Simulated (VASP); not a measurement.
Set up this calculation in VASP 6.6.1, as the native input.

```yaml
Task: relaxation of cell and atoms
Functional: LDA
Potentials_or_basis: VASP PAW LDA potentials, release 64 (Li_sv, Au)
Cutoff: 600 eV
k_mesh: 12 × 12 × 12
Occupations: fermi-dirac, width 0.15 eV
Spin: no spin polarisation
Dipole_correction: no
Further_INCAR_settings: ALGO = Normal; EDIFF = 1e-06; IBRION = 2; EDIFFG = -0.001; NSW = 80; ISIF = 3
```

The structure of Li3Au lies in POSCAR:

```
Li3Au
1.0
    0.0000000000      3.0489335933      3.0489335933
    3.0489335933      0.0000000000      3.0489335933
    3.0489335933      3.0489335933      0.0000000000
Li Au
3 1
Direct
    0.2500000000      0.2500000000      0.2500000000
    0.7500000000      0.7500000000      0.7500000000
    0.5000000000      0.5000000000      0.5000000000
    0.0000000000      0.0000000000      0.0000000000
```

The input as run:

INCAR

```
PREC = Accurate ; ENCUT = 600
EDIFF = 1E-6 ; ISMEAR = -1
SIGMA = 0.15 ; LREAL = F
LASPH = T ; NELM = 80
ALGO = Normal ; ISIF = 3
LWAVE = F ; LCHARG = F
GGA = CA ; IBRION = 2
NSW = 80 ; EDIFFG = -0.001
```

KPOINTS

```
Automatic mesh
0
Gamma
  12 12 12
```

Potentials or basis: VASP PAW LDA potentials, release 64 (Li_sv, Au).

Run with:

```bash
$ cat potpaw_LDA.64/Li_sv/POTCAR potpaw_LDA.64/Au/POTCAR > POTCAR
$ mpirun -np 1 vasp_std > vasp.out
```

Results of the run:

The relaxed volume is 14.18 Å³/atom and the relaxed cell is a = 4.313 Å, b = 4.313 Å, c = 4.313 Å, α = 60.00°, β = 60.00°, γ = 60.00°. The space group after relaxing (to 0.1 Å) is Fm-3m (No. 225) and the energy gained by relaxing is 0.0 meV/atom. The ionic steps are 5 and the pressure after relaxing is 0.0 GPa. The band gap on the k mesh is zero (bands 10 and 11 overlap by 4.83 eV).

Caveat: the cutoff is under 1.25 times the usual one of these potentials, so pressure, stress and relaxed cells hold a basis-set (Pulay) error; spin-orbit coupling is left out, which moves the levels of the heavy elements.

Wall time 54 s on 1 thread of Intel(R) Xeon(R) 6975P-C (Granite Rapids), with other jobs on the host, peak memory 0.21 GiB.
